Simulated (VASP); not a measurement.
# Si (P6_3/mmc) in VASP: further runs

Si is run at these levels: LDA; tasks: single point.

All numbers are computed with VASP 6.6.1; they aren't measurements. Logs are shortened: lines on timing, memory, paths and dates and some standing lists are left out, and cuts for length are marked.

## (1) The cell of the first run

It takes space group P6_3/mmc (No. 194, hexagonal). The conventional cell has a = 4.014 Å, b = 4.014 Å, c = 5.643 Å, α = 90.00°, β = 90.00°, γ = 120.00°. Within 2.8 Å of Si (site symmetry 3m) lie 4 Si at 2.11 to 2.42 Å.

## (2) Single point, LDA

The input, INCAR:

```
SYSTEM = Si
  PREC = Accurate
  ENCUT = 520
  EDIFF = 1E-6
  ISMEAR = 0
  SIGMA = 0.03
  LREAL = .False.
  LASPH = .True.
  NELM = 100
  ALGO = Normal
  ISIF = 2
  LWAVE = .False.
  LCHARG = .False.
  GGA = CA
  NBANDS = 16
```

The input, KPOINTS:

```
regular mesh
0
Gamma
  12 12 6
  0 0 0
```

The input, POSCAR:

```
Si
1.0
    4.0136207723      0.0000000000      0.0000000000
   -2.0068103862      3.4758975500      0.0000000000
    0.0000000000      0.0000000000      5.6433351997
Si
4
Direct
    0.3333333333      0.6666666667      0.0630332926
    0.6666666667      0.3333333333      0.5630332926
    0.3333333333      0.6666666667      0.4369667074
    0.6666666667      0.3333333333      0.9369667074
```

Potentials or basis: VASP PAW LDA potentials, release 64 (Si).

Launch:

```console
$ cat potpaw_LDA.64/Si/POTCAR > POTCAR
$ mpirun -np 1 vasp_std > vasp.out
```

OUTCAR:

```text
SYSTEM = Si
   PREC = Accurate
   ENCUT = 520
   EDIFF = 1E-6
   ISMEAR = 0
   LREAL = .False.
   LASPH = .True.
   NELM = 100
   ISIF = 2
   GGA = CA

 ion  position               nearest neighbor table
   1  0.333  0.667  0.063-   3 2.11   4 2.42   4 2.42   4 2.42
   2  0.667  0.333  0.563-   4 2.11   3 2.42   3 2.42   3 2.42
   3  0.333  0.667  0.437-   1 2.11   2 2.42   2 2.42   2 2.42
   4  0.667  0.333  0.937-   2 2.11   1 2.42   1 2.42   1 2.42

  LATTYP: Found a hexagonal cell.
 ALAT       =     4.0136207723
 C/A-ratio  =     1.4060459420

  Lattice vectors:

 A1 = (   4.0136207723,   0.0000000000,   0.0000000000)
 A2 = (  -2.0068103862,   3.4758975500,   0.0000000000)
 A3 = (   0.0000000000,   0.0000000000,   5.6433351997)

Analysis of symmetry for initial positions (statically):
=====================================================================
 Subroutine PRICEL returns:
 Original cell was already a primitive cell.

 Routine SETGRP: Setting up the symmetry group for a
 hexagonal supercell.

 Subroutine GETGRP returns: Found 24 space group operations
 (whereof 12 operations were pure point group operations)
 out of a pool of 24 trial point group operations.

The static configuration has the point symmetry D_3d.
 The point group associated with its full space group is D_6h.

Analysis of symmetry for dynamics (positions and initial velocities):
=====================================================================
 Subroutine PRICEL returns:
 Original cell was already a primitive cell.

 Routine SETGRP: Setting up the symmetry group for a
 hexagonal supercell.

 Subroutine GETGRP returns: Found 24 space group operations
 (whereof 12 operations were pure point group operations)
 out of a pool of 24 trial point group operations.

The dynamic configuration has the point symmetry D_3d.
 The point group associated with its full space group is D_6h.

 Subroutine INISYM returns: Found 24 space group operations
 (whereof 12 operations are pure point group operations),
 and found     1 'primitive' translations

----------------------------------------------------------------------------------------

                                     Primitive cell

  volume of cell :      78.7298

  direct lattice vectors                    reciprocal lattice vectors
     4.013620772  0.000000000  0.000000000     0.249151591  0.143847738  0.000000000
[... 88 lines left out ...]
   ENCUT  =  520.0 eV  38.22 Ry    6.18 a.u.   7.46  7.46 10.49*2*pi/ulx,y,z
   NELM   =    100;   NELMIN=  2; NELMDL= -5     # of ELM steps
   EDIFF  = 0.1E-05   stopping-criterion for ELM
   LREAL  =      F    real-space projection
   EDIFFG = 0.1E-04   stopping-criterion for IOM
   NSW    =      0    number of steps for IOM
   IBRION =     -1    ionic relax: 0-MD 1-quasi-New 2-CG
   NFREE  =      0    steps in history (QN), initial steepest desc. (CG)
   ISIF   =      2    stress and relaxation
   ISYM   =      2    0-nonsym 1-usesym 2-fastsym
   POTIM  = 0.5000    time-step for ionic-motion
   TEBEG  =    0.0;   TEEND  =   0.0 temperature during run
   PSTRESS=    0.0 pullay stress
   NELECT =      16.0000    total number of electrons
   NUPDOWN=      -1.0000    fix difference up-down
   EMIN   =  10.00;   EMAX   =-10.00  energy-range for DOS
   EFERMI =   0.00;   METHOD = LEGACY
   ISMEAR =     0;   SIGMA  =   0.03  broadening in eV -4-tet -1-fermi 0-gaus
   EFERMI_NEDOS =   21; number of points for ismear=-14 and -15
   IALGO  =     38    algorithm
   IMIX   =      4    mixing-type and parameters
     AMIX     =   0.40;   BMIX     =  1.00
     AMIX_MAG =   1.60;   BMIX_MAG =  1.00
  volume/ion in A,a.u.               =      19.68       132.82
  Fermi-wavevector in a.u.,A,eV,Ry     =   0.962502  1.818866 12.604582  0.926411
  Thomas-Fermi vector in A             =   2.091967
   LORBIT       =      0    0 simple, 1 ext, 2 COOP (PROOUT), +10 PAW based schemes
   GGA     = CA    functional components
   LHFCALC =     F    Hartree Fock is set to
   AEXX    =    0.0000 exact exchange contribution
   IVDW    =     0    specifies the selected vdW correction
   LEPSILON=     F    determine dielectric tensor
   LRPA    =     F    only Hartree local field effects (RPA)
 non-spin polarized calculation
 Gauss-broadening in eV      SIGMA  =   0.03
  energy-cutoff  :      520.00
  volume of cell :       78.73
 maximum number of plane-waves:      2144
 NGX is ok and might be reduce to    30

 number of electron      15.9999999 magnetization

 Free energy of the ion-electron system (eV)
  ---------------------------------------------------
  ext. energy  EPLUGINS =         0.00000000
  ---------------------------------------------------
  free energy    TOTEN  =       -22.65145090 eV

  energy without entropy =      -22.65108876  energy(sigma->0) =      -22.65126983

 E-fermi :   5.9741     XC(G=0):  -9.6482

 val. band max:        5.9168747932   @ k =   0.0833   0.0000   0.1667
 cond. band min:       5.9839385482   @ k =   0.0000   0.0000   0.1667
 fundamental gap:      0.0670637550
 Fermi energy:         5.9740633189

 k-point     1 :       0.0000    0.0000    0.0000
  band No.  band energies     occupation
      1      -6.2422      2.00000
      2      -2.6085      2.00000
      3      -1.4431      2.00000
      4       3.7864      2.00000
      5       3.7864      2.00000
      6       5.4651      2.00000
[... 433 lines left out ...]
      3      -1.1109      2.00000
      4       1.5176      2.00000
      5       1.7422      2.00000
      6       2.8160      2.00000
[... 8 lines left out ...]
     15      12.3840      0.00000
     16      13.2280      0.00000

 [... further k-points ...]
[... 5 lines left out ...]
  --------------------------------------------------------------------------------------
  -------------------------------------------------------------------------------------
  Total       -5.3811482     -5.3811482     17.1023329      0.0000000      0.0000000      0.0000000
  in kB     -109.5081349   -109.5081349    348.0381002      0.0000000      0.0000000      0.0000000
  external PRESSURE =      43.0072768 kB  Pullay stress =       0.0000000 kB

 VOLUME and BASIS-vectors are now :
 -----------------------------------------------------------------------------
  energy-cutoff  :      520.00
  volume of cell :       78.73
      direct lattice vectors                 reciprocal lattice vectors
     4.013620772  0.000000000  0.000000000     0.249151591  0.143847738  0.000000000
    -2.006810386  3.475897550  0.000000000     0.000000000  0.287695476  0.000000000
     0.000000000  0.000000000  5.643335200     0.000000000  0.000000000  0.177200178

 POSITION                                       TOTAL-FORCE (eV/Angst)
 -----------------------------------------------------------------------------------
     -0.00000      2.31727      0.35572         0.000000      0.000000     -2.886758
      2.00681      1.15863      3.17739        -0.000000      0.000000     -2.886758
     -0.00000      2.31727      2.46595         0.000000     -0.000000      2.886758
      2.00681      1.15863      5.28762        -0.000000     -0.000000      2.886758
 -----------------------------------------------------------------------------------
    total drift:                               -0.000000      0.000000     -0.000000

  FREE ENERGIE OF THE ION-ELECTRON SYSTEM (eV)
  ---------------------------------------------------
  free  energy   TOTEN  =       -22.6514509040 eV

  energy  without entropy=      -22.6510887579  energy(sigma->0) =      -22.65126983
```

OSZICAR:

```text
N       E                     dE             d eps       ncg     rms          rms(c)
DAV:   1     0.261735603263E+02    0.26174E+02   -0.59799E+03  2432   0.823E+02
DAV:   2    -0.214905055714E+02   -0.47664E+02   -0.42864E+02  3256   0.123E+02
DAV:   3    -0.233742097731E+02   -0.18837E+01   -0.18687E+01  3352   0.234E+01
DAV:   4    -0.233981353402E+02   -0.23926E-01   -0.23919E-01  3024   0.338E+00
DAV:   5    -0.233986197566E+02   -0.48442E-03   -0.48436E-03  3400   0.452E-01    0.762E+00
DAV:   6    -0.228533077520E+02    0.54531E+00   -0.30489E-01  2960   0.286E+00    0.446E+00
DAV:   7    -0.226525797023E+02    0.20073E+00   -0.52598E-01  3040   0.357E+00    0.578E-01
DAV:   8    -0.226513278255E+02    0.12519E-02   -0.61011E-02  2896   0.146E+00    0.448E-01
DAV:   9    -0.226522177976E+02   -0.88997E-03   -0.27966E-03  3160   0.314E-01    0.170E-01
DAV:  10    -0.226514670489E+02    0.75075E-03   -0.23907E-03  3000   0.273E-01    0.580E-02
DAV:  11    -0.226514553017E+02    0.11747E-04   -0.21916E-04  2960   0.835E-02    0.523E-02
DAV:  12    -0.226514585670E+02   -0.32653E-05   -0.58638E-06  3288   0.144E-02    0.875E-02
DAV:  13    -0.226514508582E+02    0.77089E-05   -0.17331E-05  3280   0.234E-02    0.312E-02
DAV:  14    -0.226514509040E+02   -0.45857E-07   -0.23702E-06  2400   0.823E-03
   1 F= -.22651451E+02 E0= -.22651270E+02  d E =-.362146E-03
```

stdout:

```text
POSCAR found type information on POSCAR Si
 POSCAR found :  1 types and       4 ions
 scaLAPACK will be used
 LDA part: xc-table for (Slater(with rela. corr.)+CA(PZ))
 , standard interpolation
 POSCAR, INCAR and KPOINTS ok, starting setup
 FFT: planning ... GRIDC
 FFT: planning ... GRID_SOFT
 FFT: planning ... GRID
 WAVECAR not read
 entering main loop
```

Wall time 68 s (1 thread of Intel Xeon 6975P-C, shared host); peak memory 0.19 GiB.

Results:

```yaml
Free_energy: -22.6515 eV
Pressure: 4.3 GPa
Largest_force: 2.887 eV/Å
Band_gap_on_the_k_mesh: zero (band 8 reaches 6.40 eV, above the bottom of band 9 at 5.75 eV)
```

Forces in eV/Å, atoms in the order of the input:
```
Si   0.000  0.000 -2.887
Si   0.000  0.000 -2.887
Si   0.000  0.000  2.887
Si   0.000  0.000  2.887
```

Levels at points of the mesh, in eV from the Fermi level:
| k point | band 4 | band 5 | band 6 | band 7 | band 8 | band 9 | band 10 | band 11 | band 12 | band 13 |
| --- | --- | --- | --- | --- | --- | --- | --- | --- | --- | --- |
| (0.00, 0.00, 0.00) | -2.19 | -2.19 | -0.51 | -0.20 | 0.43 | 0.43 | 1.25 | 1.25 | 3.03 | 4.63 |
| (0.50, 0.00, 0.00) | -4.98 | -4.81 | -3.50 | -3.14 | -0.78 | -0.22 | 2.54 | 2.85 | 3.38 | 7.45 |
| (0.00, 0.00, 0.50) | -3.43 | -1.30 | -1.30 | -1.30 | -1.30 | 0.94 | 0.94 | 2.70 | 2.70 | 2.70 |
| (0.50, 0.00, 0.50) | -7.09 | -2.56 | -2.56 | -1.71 | -1.71 | 0.94 | 0.94 | 2.78 | 2.78 | 6.06 |

Caveat: forces of over 1 eV/Å act on the atoms, so gaps and moduli don't describe the material at rest.

## (3) Single point, LDA

This run uses another cell than the first one, of the same volume but with other edges.

The input, INCAR:

```
SYSTEM = Si
ALGO = Normal ; EDIFF = 1E-7
ENCUT = 520 ; ISIF = 2
ISMEAR = 0 ; LASPH = .TRUE.
LCHARG = .FALSE. ; LREAL = .FALSE.
LWAVE = .FALSE. ; NBANDS = 16
NELM = 60 ; PREC = Accurate
SIGMA = 0.03
```

The input, KPOINTS:

```
k-points
0
G
  12 12 6
  0 0 0
```

The input, POSCAR:

```
Si
1.0
    3.5777959017      0.0000000000      0.0000000000
   -1.7888979509      3.0984621405      0.0000000000
    0.0000000000      0.0000000000      7.1019464597
Si
4
Direct
    0.3333333333      0.6666666667      0.0630332926
    0.6666666667      0.3333333333      0.5630332926
    0.3333333333      0.6666666667      0.4369667074
    0.6666666667      0.3333333333      0.9369667074
```

Potentials or basis: VASP PAW LDA potentials, release 64 (Si).

Launch:

```console
$ cat potpaw_LDA.64/Si/POTCAR > POTCAR
$ mpirun -np 1 vasp_std > vasp.out
```

Wall time 73 s (1 thread of Intel Xeon 6975P-C, shared host); peak memory 0.2 GiB.

It converged, with:

| Item | Value |
| --- | --- |
| Free energy | -22.7592 eV |
| Pressure | 3.7 GPa |
| Largest force | 1.118 eV/Å |
| Band gap on the k mesh | zero (band 8 reaches 6.41 eV, above the bottom of band 9 at 5.84 eV) |

Forces in eV/Å, atoms in the order of the input:
```
Si   0.000  0.000  1.118
Si   0.000  0.000  1.118
Si   0.000  0.000 -1.118
Si   0.000  0.000 -1.118
```

Stress tensor (GPa, compression positive):
```
 13.87   0.00   0.00
  0.00  13.87   0.00
  0.00   0.00 -16.52
```

Levels at points of the mesh, in eV from the Fermi level:
| k point | band 6 | band 7 | band 8 | band 9 | band 10 | band 11 |
| --- | --- | --- | --- | --- | --- | --- |
| (0.00, 0.00, 0.00) | -0.50 | -0.50 | 0.26 | 0.26 | 3.06 | 3.06 |
| (0.50, 0.00, 0.00) | -2.75 | -2.39 | -1.55 | 1.08 | 1.89 | 2.36 |
| (0.00, 0.00, 0.50) | -0.16 | -0.16 | -0.16 | 3.13 | 3.13 | 3.62 |
| (0.50, 0.00, 0.50) | -2.80 | -2.03 | -2.03 | 0.30 | 0.30 | 1.64 |

Caveat: forces of over 1 eV/Å act on the atoms, so gaps and moduli don't describe the material at rest.

## (4) Single point, LDA

This run uses another cell than the first one, of the same volume but with other edges.

The input, INCAR:

```
PREC     = Accurate       # precision mode
ENCUT    = 520            # plane-wave cutoff, eV
EDIFF    = 1E-7           # SCF threshold, eV
ISMEAR   = 0              # smearing method
SIGMA    = 0.03           # smearing width, eV
LREAL    = F              # projectors in reciprocal space
LASPH    = T              # aspherical terms in the spheres
NELM     = 60             # most SCF steps
ALGO     = Normal         # electronic algorithm
ISIF     = 2              # what is computed and relaxed
LWAVE    = F              # write WAVECAR
LCHARG   = F              # write CHGCAR
NBANDS   = 16             # bands
```

The input, KPOINTS:

```
Automatic mesh
0
Gamma
  12 12 6
```

The input, POSCAR:

```
Si
1.0
    3.9091292962      0.0000000000      0.0000000000
   -1.9545646481      3.3854052772      0.0000000000
    0.0000000000      0.0000000000      5.9490613565
Si
4
Direct
    0.3333333333      0.6666666667      0.0630332926
    0.6666666667      0.3333333333      0.5630332926
    0.3333333333      0.6666666667      0.4369667074
    0.6666666667      0.3333333333      0.9369667074
```

Launch:

```console
$ cat potpaw_LDA.64/Si/POTCAR > POTCAR
$ mpirun -np 1 vasp_std > vasp.out
```

It took 76 s on 1 thread of Intel Xeon 6975P-C, shared host; peak memory 0.2 GiB.

It converged, with:

```
Free energy            : -23.5166 eV
Pressure               : 1.1 GPa
Largest force          : 1.182 eV/Å
Band gap on the k mesh : zero (band 8 reaches 6.27 eV, above the bottom of band 9 at 6.12 eV)
```

Forces in eV/Å, atoms in the order of the input:
```
Si   0.000  0.000 -1.182
Si   0.000  0.000 -1.182
Si   0.000  0.000  1.182
Si   0.000  0.000  1.182
```

Stress tensor (GPa, compression positive):
```
-6.03  0.00  0.00
 0.00 -6.03  0.00
 0.00  0.00 15.51
```

Levels at points of the mesh, in eV from the Fermi level:
| k point | band 5 | band 6 | band 7 | band 8 | band 9 | band 10 | band 11 | band 12 |
| --- | --- | --- | --- | --- | --- | --- | --- | --- |
| (0.00, 0.00, 0.00) | -1.93 | -0.26 | 0.12 | 0.12 | 0.15 | 1.53 | 1.53 | 3.16 |
| (0.50, 0.00, 0.00) | -4.87 | -3.37 | -3.18 | -1.21 | -0.04 | 2.49 | 2.72 | 3.10 |
| (0.00, 0.00, 0.50) | -1.19 | -1.19 | -1.19 | -1.19 | 1.21 | 1.21 | 2.74 | 2.74 |
| (0.50, 0.00, 0.50) | -2.58 | -2.58 | -2.18 | -2.18 | 0.83 | 0.83 | 2.04 | 2.04 |

Caveat: forces of over 1 eV/Å act on the atoms, so gaps and moduli don't describe the material at rest.

## (5) Single point, LDA

This run uses another cell than the first one, of the same volume but with other edges.

The input, INCAR:

```
PREC     = Accurate       # precision mode
ENCUT    = 520            # plane-wave cutoff, eV
EDIFF    = 1E-7           # SCF threshold, eV
ISMEAR   = 0              # smearing method
SIGMA    = 0.03           # smearing width, eV
LREAL    = False          # projectors in reciprocal space
LASPH    = True           # aspherical terms in the spheres
NELM     = 60             # most SCF steps
ALGO     = Normal         # electronic algorithm
ISIF     = 2              # what is computed and relaxed
LWAVE    = False          # write WAVECAR
LCHARG   = False          # write CHGCAR
GGA      = CA             # functional
NBANDS   = 16             # bands
```

The input, KPOINTS:

```
regular mesh
0
Gamma
  12 12 6
```

The input, POSCAR:

```
Si
1.0
    3.6830850627      0.0000000000      0.0000000000
   -1.8415425313      3.1896452286      0.0000000000
    0.0000000000      0.0000000000      6.7017005731
Si
4
Direct
    0.3333333333      0.6666666667      0.0630332926
    0.6666666667      0.3333333333      0.5630332926
    0.3333333333      0.6666666667      0.4369667074
    0.6666666667      0.3333333333      0.9369667074
```

Launch:

```console
$ cat potpaw_LDA.64/Si/POTCAR > POTCAR
$ mpirun -np 1 vasp_std > vasp.out
```

It took 68 s on 1 thread of Intel Xeon 6975P-C, shared host; peak memory 0.2 GiB.

The run converged. Its results:

| Item | Value |
| --- | --- |
| Free energy | -23.4868 eV |
| Pressure | 1.1 GPa |
| Largest force | 0.773 eV/Å |
| Band gap on the k mesh | 0.32 eV, indirect (least direct gap 0.63 eV) |

Forces on the atoms (eV/Å):
```
Si   0.000  0.000  0.773
Si   0.000  0.000  0.773
Si   0.000  0.000 -0.773
Si   0.000  0.000 -0.773
```

Stress tensor (GPa, compression positive):
```
  7.53   0.00   0.00
  0.00   7.53   0.00
  0.00   0.00 -11.68
```

Levels at points of the mesh, in eV from the valence-band top:
| k point | band 4 | band 5 | band 6 | band 7 | band 8 | band 9 | band 10 | band 11 | band 12 | band 13 |
| --- | --- | --- | --- | --- | --- | --- | --- | --- | --- | --- |
| (0.00, 0.00, 0.00) | -1.08 | -1.08 | -0.68 | 0.00 | 0.00 | 0.63 | 2.00 | 2.45 | 2.45 | 4.09 |
| (0.50, 0.00, 0.00) | -6.50 | -4.65 | -3.00 | -2.82 | -1.64 | 0.62 | 2.14 | 2.56 | 3.00 | 3.47 |
| (0.00, 0.00, 0.50) | -4.78 | -0.63 | -0.63 | -0.63 | -0.63 | 2.49 | 2.49 | 3.20 | 3.20 | 3.20 |
| (0.50, 0.00, 0.50) | -7.47 | -2.79 | -2.79 | -2.33 | -2.33 | 0.53 | 0.53 | 1.39 | 1.39 | 5.54 |

## (6) The runs side by side

| cell | gap on the mesh (eV) | pressure (GPa) | largest force (eV/Å) |
| --- | --- | --- | --- |
| a = 4.014, b = 4.014, c = 5.643 Å, angles 90.0, 90.0, 120.0°, 4 atoms | none | 4.3 | 2.89 |
| a = 3.578, b = 3.578, c = 7.102 Å, angles 90.0, 90.0, 120.0°, 4 atoms | none | 3.7 | 1.12 |
| a = 3.909, b = 3.909, c = 5.949 Å, angles 90.0, 90.0, 120.0°, 4 atoms | none | 1.1 | 1.18 |
| a = 3.683, b = 3.683, c = 6.702 Å, angles 90.0, 90.0, 120.0°, 4 atoms | 0.32 | 1.1 | 0.77 |

Alike in all rows: task single point; level LDA; potentials or basis VASP PAW LDA potentials, release 64 (Si); no spin polarisation; k mesh 12 × 12 × 6; cutoff (eV) 520; smearing gaussian 0.03 eV.

Caveats: forces of over 1 eV/Å act on the atoms, so gaps and moduli don't describe the material at rest (some runs).

Absolute energies hang on the potentials; compare differences alone.
